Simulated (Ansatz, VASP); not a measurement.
## One calculation of Au, two programs

The input INCAR:

```
PREC = Accurate
ENCUT = 520
EDIFF = 1E-6
ISMEAR = -1
SIGMA = 0.1
LREAL = F
LASPH = T
NELM = 60
ALGO = Normal
ISIF = 2
LWAVE = F
LCHARG = F
GGA = RP
NBANDS = 30
```

The input KPOINTS:

```
regular mesh
0
Gamma
  14 14 4
```

Contents of POSCAR:

```
Au
1.0
    2.9054146360      0.0000000000      0.0000000000
   -1.4527073180      2.5161628833      0.0000000000
    0.0000000000      0.0000000000      9.7280806899
Au
4
Direct
    0.0000000000      0.0000000000      0.0000000000
    0.0000000000      0.0000000000      0.5000000000
    0.3333333333      0.6666666667      0.2500000000
    0.6666666667      0.3333333333      0.7500000000
```

Input for Ansatz:

```yaml
crystal:
  lattice:
    - [2.905414636, 0.0, 0.0]
    - [-1.452707318, 2.5161628833, 0.0]
    - [0.0, 0.0, 9.7280806899]
  atoms:
    - { symbol: Au, position: [0.0, 0.0, 0.0] }
    - { symbol: Au, position: [0.0, 0.0, 0.5] }
    - { symbol: Au, position: [0.3333333333, 0.6666666667, 0.25] }
    - { symbol: Au, position: [0.6666666667, 0.3333333333, 0.75] }
hamiltonian:
  xc: rpbe
  pseudopotentials:
    kind: paw
    azcp:
      Au: "pseudopotentials/Au.paw.azcp"
basis:
  ecutwfc: 420
  fft_grid_basis: typed
kpoints:
  mp_grid: { grid: [14, 14, 4], shift: [0, 0, 0] }
magnetization:
  spin_polarized: false
scf:
  occupations: { method: fermi_dirac, width: 0.1 }
  lower_state_search: "off"
output:
  stress: true
  write_density: true
  write_potential: true
  elf: true
  volumetric_format: npy
```

Alike in both runs: task single point; functional RPBE; k mesh 14 × 14 × 4; occupations fermi-dirac, width 0.1 eV; no spin polarisation.

|  | VASP | Ansatz |
| --- | --- | --- |
| version | VASP 6.6.1 | Ansatz 0.2.0 |
| potentials or method | VASP PAW PBE potentials, release 64 (Au), cutoff 520 eV | plane waves (420 eV) with PAW, scalar-relativistic |
| valence electrons in the cell | 44 | 76 |

```csv
,VASP,Ansatz,Ansatz less VASP
pressure (GPa),5.4,5.6,+0.24
"traceless stress, the component that is largest in VASP (GPa)",-0.73,-0.73,+0.007
```

VASP's potentials were made for PBE, not for RPBE. VASP's potentials hold 44 valence electrons a cell and Ansatz's 76, so a difference there can come from the potentials and not from the codes.

Neither program's run includes spin-orbit coupling.
